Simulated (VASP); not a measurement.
# AlRu (P4/mmm) in VASP: further runs, part 2 of 2

VASP 6.6.1. Earlier steps stand in the parts before.

### 3 Single point, PBEsol (strain +0.0400 x Voigt [0, 0, 1, 0, 0, 0])

File INCAR:

```
SYSTEM = AlRu
PREC = Accurate
ENCUT = 520
EDIFF = 1E-6
ISMEAR = 0
SIGMA = 0.15
LREAL = .FALSE.
LASPH = .TRUE.
NELM = 100
ALGO = Fast
ISIF = 2
LWAVE = .FALSE.
LCHARG = .TRUE.
GGA = PS
LELF = .TRUE.
LVHAR = .TRUE.
NBANDS = 16
```

File KPOINTS:

```
regular mesh
0
G
  16 16 16
  0 0 0
```

File POSCAR:

```
AlRu
1.0
    2.9916000000      0.0000000000      0.0000000000
    0.0000000000      2.9916000000      0.0000000000
    0.0000000000      0.0000000000      3.1112640000
Al Ru
1 1
Direct
    0.0000000000      0.0000000000      0.0000000000
    0.5000000000      0.5000000000      0.5000000000
```

Potentials or basis: VASP PAW PBE potentials, release 64 (Al, Ru_pv).

Run with:

```
> cat potpaw_PBE.64/Al/POTCAR potpaw_PBE.64/Ru_pv/POTCAR > POTCAR
> mpirun -np 1 vasp_std > vasp.out
```

OUTCAR:

```text
SYSTEM = AlRu
   PREC = Accurate
   ENCUT = 520
   EDIFF = 1E-6
   ISMEAR = 0
   LREAL = .FALSE.
   LASPH = .TRUE.
   NELM = 100
   ISIF = 2
   GGA = PS

 ion  position               nearest neighbor table
   1  0.000  0.000  0.000-   2 2.63   2 2.63   2 2.63   2 2.63   2 2.63   2 2.63   2 2.63   2 2.63

   2  0.500  0.500  0.500-   1 2.63   1 2.63   1 2.63   1 2.63   1 2.63   1 2.63   1 2.63   1 2.63

  LATTYP: Found a simple tetragonal cell.
 ALAT       =     2.9916000000
 C/A-ratio  =     1.0400000000

  Lattice vectors:

 A1 = (   2.9916000000,   0.0000000000,   0.0000000000)
 A2 = (   0.0000000000,   2.9916000000,   0.0000000000)
 A3 = (   0.0000000000,   0.0000000000,   3.1112640000)

Analysis of symmetry for initial positions (statically):
=====================================================================
 Subroutine PRICEL returns:
 Original cell was already a primitive cell.

 Routine SETGRP: Setting up the symmetry group for a
 simple tetragonal supercell.

 Subroutine GETGRP returns: Found 16 space group operations
 (whereof 16 operations were pure point group operations)
 out of a pool of 16 trial point group operations.

The static configuration has the point symmetry D_4h.

Analysis of symmetry for dynamics (positions and initial velocities):
=====================================================================
 Subroutine PRICEL returns:
 Original cell was already a primitive cell.

 Routine SETGRP: Setting up the symmetry group for a
 simple tetragonal supercell.

 Subroutine GETGRP returns: Found 16 space group operations
 (whereof 16 operations were pure point group operations)
 out of a pool of 16 trial point group operations.

The dynamic configuration has the point symmetry D_4h.

 Subroutine INISYM returns: Found 16 space group operations
 (whereof 16 operations are pure point group operations),
 and found     1 'primitive' translations

----------------------------------------------------------------------------------------

                                     Primitive cell

  volume of cell :      27.8448

  direct lattice vectors                    reciprocal lattice vectors
     2.991600000  0.000000000  0.000000000     0.334269287  0.000000000  0.000000000
     0.000000000  2.991600000  0.000000000     0.000000000  0.334269287  0.000000000
     0.000000000  0.000000000  3.111264000     0.000000000  0.000000000  0.321412776

  length of vectors
     2.991600000  2.991600000  3.111264000     0.334269287  0.334269287  0.321412776

  position of ions in fractional coordinates (direct lattice)
     0.000000000  0.000000000  0.000000000
     0.500000000  0.500000000  0.500000000

  ion indices of the primitive-cell ions
   primitive index   ion index
                 1           1
                 2           2

----------------------------------------------------------------------------------------

 KPOINTS: regular mesh

Automatic generation of k-mesh.
 Grid dimensions read from file:
 generate k-points for:   16   16   16

 Generating k-lattice:

  Cartesian coordinates                     Fractional coordinates (reciprocal lattice)
     0.020891830  0.000000000  0.000000000     0.062500000  0.000000000  0.000000000
     0.000000000  0.020891830  0.000000000     0.000000000  0.062500000  0.000000000
     0.000000000  0.000000000  0.020088299     0.000000000  0.000000000  0.062500000

  Length of vectors
     0.020891830  0.020891830  0.020088299

  Shift w.r.t. Gamma in fractional coordinates (k-lattice)
     0.000000000  0.000000000  0.000000000

 Subroutine IBZKPT returns following result:
 ===========================================

 Found    405 irreducible k-points:

 Following reciprocal coordinates:
            Coordinates               Weight
  0.000000  0.000000  0.000000      1.000000
  0.062500  0.000000  0.000000      4.000000
  0.125000  0.000000  0.000000      4.000000
  0.187500  0.000000  0.000000      4.000000
  0.250000  0.000000  0.000000      4.000000
  0.312500  0.000000  0.000000      4.000000
[... 16 lines left out ...]
  0.437500  0.125000  0.000000      8.000000
  0.500000  0.125000  0.000000      4.000000
 [... further k-points ...]
   k-points           NKPTS =    405   k-points in BZ     NKDIM =    405   number of bands    NBANDS=     16
   number of dos      NEDOS =    301   number of ions     NIONS =      2
   total plane-waves  NPLWV =  13824
   dimension x,y,z NGX =    24 NGY =   24 NGZ =   24
   dimension x,y,z NGXF=    48 NGYF=   48 NGZF=   48
   ions per type =               1   1
   NGX,Y,Z   is equivalent  to a cutoff of  13.34, 13.34, 12.82 a.u.
   NGXF,Y,Z  is equivalent  to a cutoff of  26.67, 26.67, 25.65 a.u.
 SYSTEM =  AlRu
   PREC   = accura    normal or accurate (medium, high low for compatibility)
   ISTART =      0    job   : 0-new  1-cont  2-samecut
   ICHARG =      2    charge: 1-file 2-atom 10-const
   ISPIN  =      1    spin polarized calculation?
   LNONCOLLINEAR =      F non collinear calculations
   LSORBIT =      F    spin-orbit coupling
   LASPH  =      T    aspherical Exc in radial PAW
   ENCUT  =  520.0 eV  38.22 Ry    6.18 a.u.   5.56  5.56  5.78*2*pi/ulx,y,z
   NELM   =    100;   NELMIN=  2; NELMDL= -5     # of ELM steps
   EDIFF  = 0.1E-05   stopping-criterion for ELM
   LREAL  =      F    real-space projection
   EDIFFG = 0.1E-04   stopping-criterion for IOM
   NSW    =      0    number of steps for IOM
   IBRION =     -1    ionic relax: 0-MD 1-quasi-New 2-CG
   NFREE  =      0    steps in history (QN), initial steepest desc. (CG)
   ISIF   =      2    stress and relaxation
   ISYM   =      2    0-nonsym 1-usesym 2-fastsym
   POTIM  = 0.5000    time-step for ionic-motion
   TEBEG  =    0.0;   TEEND  =   0.0 temperature during run
   PSTRESS=    0.0 pullay stress
   NELECT =      17.0000    total number of electrons
   NUPDOWN=      -1.0000    fix difference up-down
   EMIN   =  10.00;   EMAX   =-10.00  energy-range for DOS
   EFERMI =   0.00;   METHOD = LEGACY
   ISMEAR =     0;   SIGMA  =   0.15  broadening in eV -4-tet -1-fermi 0-gaus
   EFERMI_NEDOS =   21; number of points for ismear=-14 and -15
   IALGO  =     68    algorithm
   IMIX   =      4    mixing-type and parameters
     AMIX     =   0.40;   BMIX     =  1.00
     AMIX_MAG =   1.60;   BMIX_MAG =  1.00
  volume/ion in A,a.u.               =      13.92        93.95
  Fermi-wavevector in a.u.,A,eV,Ry     =   1.388811  2.624472 26.242865  1.928796
  Thomas-Fermi vector in A             =   2.512902
   LORBIT       =      0    0 simple, 1 ext, 2 COOP (PROOUT), +10 PAW based schemes
   GGA     = PS    functional components
   LHFCALC =     F    Hartree Fock is set to
   AEXX    =    0.0000 exact exchange contribution
   IVDW    =     0    specifies the selected vdW correction
   LEPSILON=     F    determine dielectric tensor
   LRPA    =     F    only Hartree local field effects (RPA)
 non-spin polarized calculation
 RMM-DIIS sequential band-by-band and
 Gauss-broadening in eV      SIGMA  =   0.15
  energy-cutoff  :      520.00
  volume of cell :       27.84
 maximum number of plane-waves:       768
 NGX is ok and might be reduce to    24
   NGX = 11   NGY = 11   NGZ = 11

 number of electron      16.9999998 magnetization

 Free energy of the ion-electron system (eV)
  ---------------------------------------------------
  ext. energy  EPLUGINS =         0.00000000
  ---------------------------------------------------
  free energy    TOTEN  =       -15.46374686 eV

  energy without entropy =      -15.44381996  energy(sigma->0) =      -15.45378341

 E-fermi :  10.0792     XC(G=0): -12.4861

 val. band max:       10.0764279329   @ k =   0.3750   0.1250   0.0000
 cond. band min:      10.0855213145   @ k =   0.1875   0.0625   0.0625
 fundamental gap:      0.0090933817
 Fermi energy:        10.0791596828

 k-point     1 :       0.0000    0.0000    0.0000
  band No.  band energies     occupation
      1     -31.6688      2.00000
      2     -31.6284      2.00000
      3     -31.6284      2.00000
      4       0.5978      2.00000
      5       6.6570      2.00000
      6       6.6778      2.00000
[... 8 lines left out ...]
     15      22.0663      0.00000
     16      24.4644      0.00000
[... 419 lines left out ...]
 k-point    24 :       0.5000    0.1250    0.0000
  band No.  band energies     occupation
      1     -31.8307      2.00000
      2     -31.6477      2.00000
      3     -31.6402      2.00000
      4       4.7312      2.00000
      5       4.7479      2.00000
      6       7.6467      2.00000
[... 8 lines left out ...]
     15      21.6335      0.00000
     16      22.0752      0.00000

 [... further k-points ...]

------------------------ aborting loop because EDIFF is reached ----------------------------------------

  FORCE on cell =-STRESS in cart. coord.  units (eV):
  Direction    XX          YY          ZZ          XY          YZ          ZX
  --------------------------------------------------------------------------------------
  -------------------------------------------------------------------------------------
  Total       -1.4928111     -1.4928111     -2.4899967      0.0000000      0.0000000     -0.0000000
  in kB      -85.8957187    -85.8957187   -143.2733562      0.0000000      0.0000000     -0.0000000
  external PRESSURE =    -105.0215979 kB  Pullay stress =       0.0000000 kB

 VOLUME and BASIS-vectors are now :
 -----------------------------------------------------------------------------
  energy-cutoff  :      520.00
  volume of cell :       27.84
      direct lattice vectors                 reciprocal lattice vectors
     2.991600000  0.000000000  0.000000000     0.334269287  0.000000000  0.000000000
     0.000000000  2.991600000  0.000000000     0.000000000  0.334269287  0.000000000
     0.000000000  0.000000000  3.111264000     0.000000000  0.000000000  0.321412776

 POSITION                                       TOTAL-FORCE (eV/Angst)
 -----------------------------------------------------------------------------------
      0.00000      0.00000      0.00000         0.000000      0.000000      0.000000
      1.49580      1.49580      1.55563         0.000000      0.000000      0.000000
 -----------------------------------------------------------------------------------
    total drift:                                0.000000     -0.000000     -0.000000

  FREE ENERGIE OF THE ION-ELECTRON SYSTEM (eV)
  ---------------------------------------------------
  free  energy   TOTEN  =       -15.4637468636 eV

  energy  without entropy=      -15.4438199591  energy(sigma->0) =      -15.45378341
```

stdout:

```text
POSCAR found type information on POSCAR AlRu
 POSCAR found :  2 types and       2 ions
 scaLAPACK will be used
 -----------------------------------------------------------------------------
|                                                                             |
|                                                                             |
|     You enforced a specific xc type in the INCAR file but a different       |
|     I HOPE YOU KNOW WHAT YOU ARE DOING!                                     |
|                                                                             |
 -----------------------------------------------------------------------------

 LDA part: xc-table for (Slater+PW92), standard interpolation
 POSCAR, INCAR and KPOINTS ok, starting setup
 FFT: planning ... GRIDC
 FFT: planning ... GRID_SOFT
 FFT: planning ... GRID
 WAVECAR not read
 entering main loop
```

Wall time 53 s (1 thread of Intel Xeon 6975P-C (Granite Rapids), shared host); peak memory 0.27 GiB.

What came out:

```
Free energy            : -15.4637 eV
Pressure               : -10.5 GPa
Band gap on the k mesh : zero (an odd number of electrons rules out a gap without spin polarisation)
```

Levels at points of the mesh, in eV from the Fermi level:
| k point | band 6 | band 7 | band 8 | band 9 | band 10 | band 11 | band 12 | band 13 |
| --- | --- | --- | --- | --- | --- | --- | --- | --- |
| (0.00, 0.00, 0.00) | -3.40 | 0.09 | 0.09 | 0.31 | 5.10 | 6.25 | 6.25 | 10.67 |
| (0.50, 0.00, 0.00) | -2.61 | -1.83 | -1.40 | 0.35 | 2.33 | 7.40 | 10.12 | 11.12 |
| (0.50, 0.50, 0.00) | -1.33 | -1.33 | -1.22 | -1.22 | 1.58 | 5.34 | 6.00 | 9.71 |
| (0.00, 0.00, 0.50) | -2.75 | -1.38 | -1.38 | 0.50 | 1.69 | 7.48 | 11.10 | 11.10 |
| (0.50, 0.00, 0.50) | -1.56 | -1.30 | -1.05 | -0.94 | 1.31 | 4.86 | 5.77 | 10.57 |
| (0.50, 0.50, 0.50) | -4.41 | 1.36 | 1.64 | 2.35 | 3.84 | 4.06 | 4.06 | 8.00 |

Caveat: the cell differs from its parent crystal (strain +0.0400 x Voigt [0, 0, 1, 0, 0, 0]); the cell stands under tension; the PAW data sets were made with another functional, which shifts forces and pressure a little.
